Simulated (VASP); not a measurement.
# Cu3N (ae) (Pm-3m) in VASP: further runs

Cu3N (ae) is run at these levels: PBE; tasks: single point, relaxation of cell and atoms.

Everything below comes from runs of VASP 6.6.1. Logs are shortened: lines on timing, memory, paths and dates and some standing lists are left out, and cuts for length are marked.

## Step 1: The cell of the first run

The structure is cubic, space group Pm-3m (No. 221). Conventional cell: a = 3.827 Å, b = 3.827 Å, c = 3.827 Å, α = 90.00°, β = 90.00°, γ = 90.00°. Cu (site symmetry 4/mmm) has 2 N at 1.91 Å within 2.5 Å. N (site symmetry m-3m) has 6 Cu at 1.91 Å within 2.5 Å.

## Step 2: Single point, PBE

INCAR reads:

```
ALGO = Normal
EDIFF = 1E-6
ENCUT = 600
GGA = PE
GGA_COMPAT = False
ISIF = 2
ISMEAR = 0
LASPH = True
LCHARG = False
LREAL = False
LWAVE = False
NBANDS = 27
NELM = 120
PREC = Accurate
SIGMA = 0.01
```

KPOINTS reads:

```
k-points
0
Gamma
  10 10 10
```

POSCAR reads:

```
Cu3N
1.0
    3.8266134537      0.0000000000      0.0000000000
    0.0000000000      3.8266134537      0.0000000000
    0.0000000000      0.0000000000      3.8266134537
Cu N
3 1
Direct
    0.5000000000      0.0000000000      0.0000000000
    0.0000000000      0.5000000000      0.0000000000
    0.0000000000      0.0000000000      0.5000000000
    0.0000000000      0.0000000000      0.0000000000
```

Potentials or basis: VASP PAW PBE potentials, release 64 (Cu, N).

On the command line:

```sh
cat potpaw_PBE.64/Cu/POTCAR potpaw_PBE.64/N/POTCAR > POTCAR
mpirun -np 1 vasp_std > vasp.out
```

OUTCAR:

```text
EDIFF = 1E-6
   ENCUT = 600
   GGA = PE
   ISIF = 2
   ISMEAR = 0
   LASPH = True
   LREAL = False
   NELM = 120
   PREC = Accurate

 ion  position               nearest neighbor table
   1  0.500  0.000  0.000-   4 1.91   4 1.91   2 2.71   3 2.71   2 2.71   2 2.71   3 2.71   3 2.71
                             3 2.71   2 2.71
   2  0.000  0.500  0.000-   4 1.91   4 1.91   1 2.71   3 2.71   1 2.71   3 2.71   3 2.71   3 2.71
                             1 2.71   1 2.71
   3  0.000  0.000  0.500-   4 1.91   4 1.91   1 2.71   1 2.71   2 2.71   2 2.71   2 2.71   2 2.71
                             1 2.71   1 2.71
   4  0.000  0.000  0.000-   1 1.91   2 1.91   3 1.91   3 1.91   2 1.91   1 1.91

  LATTYP: Found a simple cubic cell.
 ALAT       =     3.8266134537

  Lattice vectors:

 A1 = (   3.8266134537,   0.0000000000,   0.0000000000)
 A2 = (   0.0000000000,   3.8266134537,   0.0000000000)
 A3 = (   0.0000000000,   0.0000000000,   3.8266134537)

Analysis of symmetry for initial positions (statically):
=====================================================================
 Subroutine PRICEL returns:
 Original cell was already a primitive cell.

 Routine SETGRP: Setting up the symmetry group for a
 simple cubic supercell.

 Subroutine GETGRP returns: Found 48 space group operations
 (whereof 48 operations were pure point group operations)
 out of a pool of 48 trial point group operations.

The static configuration has the point symmetry O_h .

Analysis of symmetry for dynamics (positions and initial velocities):
=====================================================================
 Subroutine PRICEL returns:
 Original cell was already a primitive cell.

 Routine SETGRP: Setting up the symmetry group for a
 simple cubic supercell.

 Subroutine GETGRP returns: Found 48 space group operations
 (whereof 48 operations were pure point group operations)
 out of a pool of 48 trial point group operations.

The dynamic configuration has the point symmetry O_h .

 Subroutine INISYM returns: Found 48 space group operations
 (whereof 48 operations are pure point group operations),
 and found     1 'primitive' translations

----------------------------------------------------------------------------------------

                                     Primitive cell

  volume of cell :      56.0330

  direct lattice vectors                    reciprocal lattice vectors
     3.826613454  0.000000000  0.000000000     0.261327676  0.000000000  0.000000000
     0.000000000  3.826613454  0.000000000     0.000000000  0.261327676  0.000000000
     0.000000000  0.000000000  3.826613454     0.000000000  0.000000000  0.261327676

  length of vectors
     3.826613454  3.826613454  3.826613454     0.261327676  0.261327676  0.261327676

  position of ions in fractional coordinates (direct lattice)
     0.500000000  0.000000000  0.000000000
     0.000000000  0.500000000  0.000000000
     0.000000000  0.000000000  0.500000000
     0.000000000  0.000000000  0.000000000

  ion indices of the primitive-cell ions
   primitive index   ion index
                 1           1
                 2           2
                 3           3
                 4           4

----------------------------------------------------------------------------------------

 KPOINTS: k-points

Automatic generation of k-mesh.
 Grid dimensions read from file:
 generate k-points for:   10   10   10

 Generating k-lattice:

  Cartesian coordinates                     Fractional coordinates (reciprocal lattice)
     0.026132768  0.000000000  0.000000000     0.100000000  0.000000000  0.000000000
     0.000000000  0.026132768  0.000000000     0.000000000  0.100000000  0.000000000
     0.000000000  0.000000000  0.026132768     0.000000000  0.000000000  0.100000000

  Length of vectors
     0.026132768  0.026132768  0.026132768

  Shift w.r.t. Gamma in fractional coordinates (k-lattice)
     0.000000000  0.000000000  0.000000000

 Subroutine IBZKPT returns following result:
 ===========================================

 Found     56 irreducible k-points:

 Following reciprocal coordinates:
            Coordinates               Weight
  0.000000  0.000000  0.000000      1.000000
  0.100000  0.000000  0.000000      6.000000
  0.200000  0.000000  0.000000      6.000000
  0.300000  0.000000  0.000000      6.000000
  0.400000  0.000000  0.000000      6.000000
  0.500000  0.000000  0.000000      3.000000
[... 16 lines left out ...]
  0.200000  0.100000  0.100000     24.000000
  0.300000  0.100000  0.100000     24.000000
 [... further k-points ...]
   k-points           NKPTS =     56   k-points in BZ     NKDIM =     56   number of bands    NBANDS=     27
   number of dos      NEDOS =    301   number of ions     NIONS =      4
   total plane-waves  NPLWV =  32768
   dimension x,y,z NGX =    32 NGY =   32 NGZ =   32
   dimension x,y,z NGXF=    64 NGYF=   64 NGZF=   64
   ions per type =               3   1
   NGX,Y,Z   is equivalent  to a cutoff of  13.90, 13.90, 13.90 a.u.
   NGXF,Y,Z  is equivalent  to a cutoff of  27.80, 27.80, 27.80 a.u.
 SYSTEM =  unknown system
   PREC   = accura    normal or accurate (medium, high low for compatibility)
   ISTART =      0    job   : 0-new  1-cont  2-samecut
   ICHARG =      2    charge: 1-file 2-atom 10-const
   ISPIN  =      1    spin polarized calculation?
   LNONCOLLINEAR =      F non collinear calculations
   LSORBIT =      F    spin-orbit coupling
   LASPH  =      T    aspherical Exc in radial PAW
   ENCUT  =  600.0 eV  44.10 Ry    6.64 a.u.   7.64  7.64  7.64*2*pi/ulx,y,z
   NELM   =    120;   NELMIN=  2; NELMDL= -5     # of ELM steps
   EDIFF  = 0.1E-05   stopping-criterion for ELM
   LREAL  =      F    real-space projection
   EDIFFG = 0.1E-04   stopping-criterion for IOM
   NSW    =      0    number of steps for IOM
   IBRION =     -1    ionic relax: 0-MD 1-quasi-New 2-CG
   NFREE  =      0    steps in history (QN), initial steepest desc. (CG)
   ISIF   =      2    stress and relaxation
   ISYM   =      2    0-nonsym 1-usesym 2-fastsym
   POTIM  = 0.5000    time-step for ionic-motion
   TEBEG  =    0.0;   TEEND  =   0.0 temperature during run
   PSTRESS=    0.0 pullay stress
   NELECT =      38.0000    total number of electrons
   NUPDOWN=      -1.0000    fix difference up-down
   EMIN   =  10.00;   EMAX   =-10.00  energy-range for DOS
   EFERMI =   0.00;   METHOD = LEGACY
   ISMEAR =     0;   SIGMA  =   0.01  broadening in eV -4-tet -1-fermi 0-gaus
   EFERMI_NEDOS =   21; number of points for ismear=-14 and -15
   IALGO  =     38    algorithm
   IMIX   =      4    mixing-type and parameters
     AMIX     =   0.40;   BMIX     =  1.00
     AMIX_MAG =   1.60;   BMIX_MAG =  1.00
  volume/ion in A,a.u.               =      14.01        94.53
  Fermi-wavevector in a.u.,A,eV,Ry     =   1.438318  2.718026 28.147152  2.068757
  Thomas-Fermi vector in A             =   2.557298
   LORBIT       =      0    0 simple, 1 ext, 2 COOP (PROOUT), +10 PAW based schemes
   GGA     = PE    functional components
   LHFCALC =     F    Hartree Fock is set to
   AEXX    =    0.0000 exact exchange contribution
   IVDW    =     0    specifies the selected vdW correction
   LEPSILON=     F    determine dielectric tensor
   LRPA    =     F    only Hartree local field effects (RPA)
 non-spin polarized calculation
 Gauss-broadening in eV      SIGMA  =   0.01
  energy-cutoff  :      600.00
  volume of cell :       56.03
 maximum number of plane-waves:      1888
 NGX is ok and might be reduce to    32
   NGX = 15   NGY = 15   NGZ = 15

 number of electron      37.9999975 magnetization

 Free energy of the ion-electron system (eV)
  ---------------------------------------------------
  ext. energy  EPLUGINS =         0.00000000
  ---------------------------------------------------
  free energy    TOTEN  =       -18.39177634 eV

  energy without entropy =      -18.39177634  energy(sigma->0) =      -18.39177634

 E-fermi :   4.8540     XC(G=0): -10.7394

 val. band max:        4.8062837431   @ k =   0.5000   0.5000   0.5000
 cond. band min:       5.0510402535   @ k =   0.5000   0.5000   0.0000
 fundamental gap:      0.2447565105
 Fermi energy:         4.8539777264

 k-point     1 :       0.0000    0.0000    0.0000
  band No.  band energies     occupation
      1     -11.9190      2.00000
      2      -0.3594      2.00000
      3       0.1073      2.00000
      4       0.1073      2.00000
      5       0.1073      2.00000
      6       1.0127      2.00000
[... 19 lines left out ...]
     26      16.9921      0.00000
     27      16.9922      0.00000

 k-point     2 :       0.1000    0.0000    0.0000
  band No.  band energies     occupation
      1     -11.8831      2.00000
      2      -0.5056      2.00000
      3      -0.0437      2.00000
      4      -0.0050      2.00000
      5      -0.0050      2.00000
      6       1.0230      2.00000
[... 19 lines left out ...]
     26      16.3874      0.00000
     27      16.5279      0.00000

 k-point     3 :       0.2000    0.0000    0.0000
  band No.  band energies     occupation
      1     -11.7860      2.00000
      2      -1.1689      2.00000
      3      -0.2218      2.00000
      4      -0.2218      2.00000
      5       0.0817      2.00000
      6       1.0506      2.00000
[... 19 lines left out ...]
     26      15.1660      0.00000
     27      15.6484      0.00000

 k-point     4 :       0.3000    0.0000    0.0000
  band No.  band energies     occupation
      1     -11.6597      2.00000
      2      -1.8838      2.00000
      3      -0.4199      2.00000
      4      -0.4199      2.00000
      5       0.3913      2.00000
      6       1.0865      2.00000
[... 19 lines left out ...]
     26      14.2630      0.00000
     27      14.8233      0.00000
[... 516 lines left out ...]
      4      -0.4368      2.00000
      5       0.1253      2.00000
      6       1.1503      2.00000
[... 19 lines left out ...]
     26      15.2343      0.00000
     27      15.2343      0.00000

 k-point    23 :       0.2000    0.1000    0.1000
  band No.  band energies     occupation
      1     -11.7137      2.00000
      2      -1.2194      2.00000
      3      -0.6427      2.00000
      4      -0.5944      2.00000
      5       0.2721      2.00000
      6       1.1762      2.00000
[... 19 lines left out ...]
     26      14.1879      0.00000
     27      14.7860      0.00000

 k-point    24 :       0.3000    0.1000    0.1000
  band No.  band energies     occupation
      1     -11.5870      2.00000
      2      -1.9160      2.00000
      3      -0.7616      2.00000
      4      -0.7535      2.00000
      5       0.5488      2.00000
      6       1.2183      2.00000
[... 19 lines left out ...]
     26      13.9890      0.00000
     27      15.0302      0.00000

 [... further k-points ...]

------------------------ aborting loop because EDIFF is reached ----------------------------------------

  FORCE on cell =-STRESS in cart. coord.  units (eV):
  Direction    XX          YY          ZZ          XY          YZ          ZX
  --------------------------------------------------------------------------------------
  -------------------------------------------------------------------------------------
  Total        0.2915364      0.2915364      0.2915364      0.0000000      0.0000000     -0.0000000
  in kB        8.3360362      8.3360362      8.3360362      0.0000000      0.0000000     -0.0000000
  external PRESSURE =       8.3360362 kB  Pullay stress =       0.0000000 kB

 VOLUME and BASIS-vectors are now :
 -----------------------------------------------------------------------------
  energy-cutoff  :      600.00
  volume of cell :       56.03
      direct lattice vectors                 reciprocal lattice vectors
     3.826613454  0.000000000  0.000000000     0.261327676  0.000000000  0.000000000
     0.000000000  3.826613454  0.000000000     0.000000000  0.261327676  0.000000000
     0.000000000  0.000000000  3.826613454     0.000000000  0.000000000  0.261327676

 POSITION                                       TOTAL-FORCE (eV/Angst)
 -----------------------------------------------------------------------------------
      1.91331      0.00000      0.00000         0.000000      0.000000      0.000000
      0.00000      1.91331      0.00000         0.000000      0.000000      0.000000
      0.00000      0.00000      1.91331         0.000000      0.000000      0.000000
      0.00000      0.00000      0.00000         0.000000      0.000000      0.000000
 -----------------------------------------------------------------------------------
    total drift:                                0.000000      0.000000     -0.000000

  FREE ENERGIE OF THE ION-ELECTRON SYSTEM (eV)
  ---------------------------------------------------
  free  energy   TOTEN  =       -18.3917763431 eV

  energy  without entropy=      -18.3917763431  energy(sigma->0) =      -18.39177634
```

It took 45 s on 1 thread of Intel Xeon 6975P-C (Granite Rapids), shared host; peak memory 0.21 GiB.

Results:

| Property | Result |
| --- | --- |
| Free energy | -18.3918 eV |
| Pressure | 0.8 GPa |
| Band gap on the k mesh | 0.24 eV, indirect (least direct gap 0.78 eV) |

A k mesh can miss the band edges.

## Step 3: Relaxation of cell and atoms, PBE

This run uses another cell than the first one, of 14.18 Å³/atom, 1.013 times its volume.

INCAR reads:

```
PREC = Accurate ; ENCUT = 600
EDIFF = 1E-7 ; ISMEAR = 0
SIGMA = 0.01 ; LREAL = False
LASPH = True ; NELM = 120
ALGO = Normal ; ISIF = 3
LWAVE = False ; LCHARG = False
GGA = PE ; IBRION = 2
NSW = 50 ; EDIFFG = -0.003
GGA_COMPAT = False ; NELMIN = 4
```

KPOINTS reads:

```
regular mesh
0
Gamma
  10 10 10
```

POSCAR reads:

```
Cu3N
1.0
    3.8426154429      0.0000000000      0.0000000000
    0.0000000000      3.8426154429      0.0000000000
    0.0000000000      0.0000000000      3.8426154429
Cu N
3 1
Direct
    0.5000000000      0.0000000000      0.0000000000
    0.0000000000      0.5000000000      0.0000000000
    0.0000000000      0.0000000000      0.5000000000
    0.0000000000      0.0000000000      0.0000000000
```

Potentials or basis: VASP PAW PBE potentials, release 64 (Cu, N).

On the command line:

```sh
cat potpaw_PBE.64/Cu/POTCAR potpaw_PBE.64/N/POTCAR > POTCAR
mpirun -np 1 vasp_std > vasp.out
```

Run time: 97 s. Hardware: 1 thread of Intel Xeon 6975P-C (Granite Rapids), shared host; peak memory 0.22 GiB.

It converged, with:

```
Free energy                            : -18.3928 eV
Relaxed volume                         : 14.08 Å³/atom
Relaxed cell                           : a = 3.833 Å, b = 3.833 Å, c = 3.833 Å, α = 90.00°, β = 90.00°, γ = 90.00°
Space group after relaxing (to 0.05 Å) : Pm-3m (No. 221)
Energy gained by relaxing              : 0.3 meV/atom
Ionic steps                            : 3
Pressure after relaxing                : 0.0 GPa
Band gap on the k mesh                 : 0.26 eV, indirect (least direct gap 0.80 eV)
```

Step by step:
| step | energy change (eV) | largest force (eV/Å) | pressure (GPa) | volume (Å³) |
| --- | --- | --- | --- | --- |
| 1 | 0.0000 | 0.0000 | -0.83 | 56.74 |
| 2 | -0.0008 | 0.0000 | 0.39 | 56.14 |
| 3 | -0.0011 | 0.0000 | 0.01 | 56.33 |

Final structure:
```xyz
4
Lattice="3.8333 0.0000 0.0000 0.0000 3.8333 0.0000 0.0000 0.0000 3.8333" Properties=species:S:1:pos:R:3 pbc="T T T"
Cu    1.9166    0.0000    0.0000
Cu    0.0000    1.9166    0.0000
Cu    0.0000    0.0000    1.9166
N     0.0000    0.0000    0.0000
```

Levels at points of the mesh, in eV from the valence-band top:
```
           k point  band 15  band 16  band 17  band 18  band 19  band 20  band 21  band 22  band 23
(0.00, 0.00, 0.00)    -2.29    -1.78    -1.78    -1.78    -1.74     0.96     5.23     5.23     6.59
(0.50, 0.00, 0.00)    -2.28    -2.12    -1.78    -1.37    -1.37     1.53     3.32     6.68     7.18
(0.50, 0.50, 0.00)    -2.34    -2.09    -1.04    -1.04    -0.66     0.26     3.51     4.80     4.80
(0.50, 0.50, 0.50)    -1.82    -1.82     0.00     0.00     0.00     0.88     0.88     0.88     6.15
```

A k mesh can miss the band edges.

## Step 4: Single point, PBE

INCAR reads:

```
  PREC = Accurate
  ENCUT = 600
  EDIFF = 1E-6
  ISMEAR = 0
  SIGMA = 0.01
  LREAL = False
  LASPH = True
  NELM = 120
  ALGO = Normal
  ISIF = 2
  LWAVE = False
  LCHARG = False
  GGA = PE
  NBANDS = 27
  GGA_COMPAT = False
```

KPOINTS reads:

```
Automatic mesh
0
Gamma
  10 10 10
```

POSCAR reads:

```
Cu3N
1.0
    3.8266134537      0.0000000000      0.0000000000
    0.0000000000      3.8266134537      0.0000000000
    0.0000000000      0.0000000000      3.8266134537
Cu N
3 1
Direct
    0.5000000000      0.0000000000      0.0000000000
    0.0000000000      0.5000000000      0.0000000000
    0.0000000000      0.0000000000      0.5000000000
    0.0000000000      0.0000000000      0.0000000000
```

Potentials or basis: VASP PAW PBE potentials, release 64 (Cu, N).

On the command line:

```sh
cat potpaw_PBE.64/Cu/POTCAR potpaw_PBE.64/N/POTCAR > POTCAR
mpirun -np 1 vasp_std > vasp.out
```

OUTCAR:

```text
PREC = Accurate
   ENCUT = 600
   EDIFF = 1E-6
   ISMEAR = 0
   LREAL = False
   LASPH = True
   NELM = 120
   ISIF = 2
   GGA = PE

 ion  position               nearest neighbor table
   1  0.500  0.000  0.000-   4 1.91   4 1.91   2 2.71   3 2.71   2 2.71   2 2.71   3 2.71   3 2.71
                             3 2.71   2 2.71
   2  0.000  0.500  0.000-   4 1.91   4 1.91   1 2.71   3 2.71   1 2.71   3 2.71   3 2.71   3 2.71
                             1 2.71   1 2.71
   3  0.000  0.000  0.500-   4 1.91   4 1.91   1 2.71   1 2.71   2 2.71   2 2.71   2 2.71   2 2.71
[... 924 lines left out ...]
  --------------------------------------------------------------------------------------
  -------------------------------------------------------------------------------------
  Total        0.2915364      0.2915364      0.2915364      0.0000000      0.0000000     -0.0000000
  in kB        8.3360362      8.3360362      8.3360362      0.0000000      0.0000000     -0.0000000
  external PRESSURE =       8.3360362 kB  Pullay stress =       0.0000000 kB

 VOLUME and BASIS-vectors are now :
 -----------------------------------------------------------------------------
  energy-cutoff  :      600.00
  volume of cell :       56.03
      direct lattice vectors                 reciprocal lattice vectors
     3.826613454  0.000000000  0.000000000     0.261327676  0.000000000  0.000000000
     0.000000000  3.826613454  0.000000000     0.000000000  0.261327676  0.000000000
     0.000000000  0.000000000  3.826613454     0.000000000  0.000000000  0.261327676

 POSITION                                       TOTAL-FORCE (eV/Angst)
 -----------------------------------------------------------------------------------
      1.91331      0.00000      0.00000         0.000000      0.000000      0.000000
      0.00000      1.91331      0.00000         0.000000      0.000000      0.000000
      0.00000      0.00000      1.91331         0.000000      0.000000      0.000000
      0.00000      0.00000      0.00000         0.000000      0.000000      0.000000
 -----------------------------------------------------------------------------------
    total drift:                                0.000000      0.000000     -0.000000

  FREE ENERGIE OF THE ION-ELECTRON SYSTEM (eV)
  ---------------------------------------------------
  free  energy   TOTEN  =       -18.3917763431 eV

  energy  without entropy=      -18.3917763431  energy(sigma->0) =      -18.39177634
```

It took 39 s on 1 thread of Intel Xeon 6975P-C (Granite Rapids), shared host; peak memory 0.22 GiB.

What came out:

```yaml
Free_energy: -18.3918 eV
Pressure: 0.8 GPa
Band_gap_on_the_k_mesh: 0.24 eV, indirect (least direct gap 0.78 eV)
```

Levels at points of the mesh, in eV from the valence-band top:
| k point | band 15 | band 16 | band 17 | band 18 | band 19 | band 20 | band 21 | band 22 | band 23 | band 24 |
| --- | --- | --- | --- | --- | --- | --- | --- | --- | --- | --- |
| (0.00, 0.00, 0.00) | -2.31 | -1.79 | -1.79 | -1.79 | -1.76 | 0.97 | 5.25 | 5.25 | 6.60 | 6.60 |
| (0.50, 0.00, 0.00) | -2.30 | -2.14 | -1.79 | -1.38 | -1.38 | 1.54 | 3.33 | 6.72 | 7.19 | 7.19 |
| (0.50, 0.50, 0.00) | -2.36 | -2.10 | -1.05 | -1.05 | -0.67 | 0.24 | 3.53 | 4.81 | 4.81 | 8.17 |
| (0.50, 0.50, 0.50) | -1.84 | -1.84 | 0.00 | 0.00 | 0.00 | 0.87 | 0.87 | 0.87 | 6.15 | 7.96 |
